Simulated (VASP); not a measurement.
Set up this calculation in VASP 6.6.1, as the native input.

```
Task                   : single point
Functional             : r2SCAN
Potentials or basis    : VASP PAW PBE potentials, release 64 (Ti_sv)
Cutoff                 : 520 eV
k mesh                 : 10 × 10 × 10
Occupations            : gaussian, width 0.15 eV
Spin                   : no spin polarisation
Dipole correction      : no
Further INCAR settings : ALGO = Normal; EDIFF = 1e-07; NBANDS = 19
```

Ti:

```
CELL_PARAMETERS angstrom
0.01485 -2.91416 0.00220
-4.08897 -0.02061 0.01948
-0.01408 0.00216 -2.91423
ATOMIC_POSITIONS crystal
Ti 0.50002 0.50001 0.50000
Ti 0.99998 0.99999 0.00000
```

This isn't the form of Ti at room conditions, which is hcp.

One way to write it, as run:

POSCAR

```
Ti
1.0
    0.0148461803     -2.9141552755      0.0022003103
   -4.0889703147     -0.0206084258      0.0194770458
   -0.0140751172      0.0021633359     -2.9142308759
Ti
2
Direct
    0.5000151063      0.5000072885      0.4999960105
   -0.0000151063     -0.0000072885      0.0000039895
```

INCAR.step1

```
SYSTEM = Ti
  PREC = Accurate
  ENCUT = 520
  ISMEAR = 0
  SIGMA = 0.15
  LREAL = .FALSE.
  LASPH = .TRUE.
  NELM = 100
  NBANDS = 19
  GGA = PE
  ALGO = Normal
  EDIFF = 1E-4
  LWAVE = .TRUE.
  LCHARG = .FALSE.
```

INCAR.step2

```
SYSTEM = Ti
  PREC = Accurate
  ENCUT = 520
  EDIFF = 1E-7
  ISMEAR = 0
  SIGMA = 0.15
  LREAL = .FALSE.
  LASPH = .TRUE.
  NELM = 100
  ALGO = Normal
  ISIF = 2
  LWAVE = .FALSE.
  LCHARG = .FALSE.
  METAGGA = R2SCAN
  LMIXTAU = .TRUE.
  NBANDS = 19
  ISTART = 1
```

KPOINTS

```
regular mesh
0
G
  10 10 10
  0 0 0
```

Potentials or basis: VASP PAW PBE potentials, release 64 (Ti_sv).

Command:

```console
$ cat potpaw_PBE.64/Ti_sv/POTCAR > POTCAR
$ cp INCAR.step1 INCAR
$ mpirun -np 1 vasp_std > vasp.out
$ cp INCAR.step2 INCAR
$ mpirun -np 1 vasp_std > vasp.out
```

Results of the run:

```
Pressure               : 0.4 GPa
Band gap on the k mesh : zero (bands 12 and 13 overlap by 1.40 eV)
```

Caveat: the PAW data sets were made with another functional, which shifts forces and pressure a little.

Run time: 20 min on 1 thread of Intel Xeon 8259CL, on a shared host, peak memory 0.37 GiB.
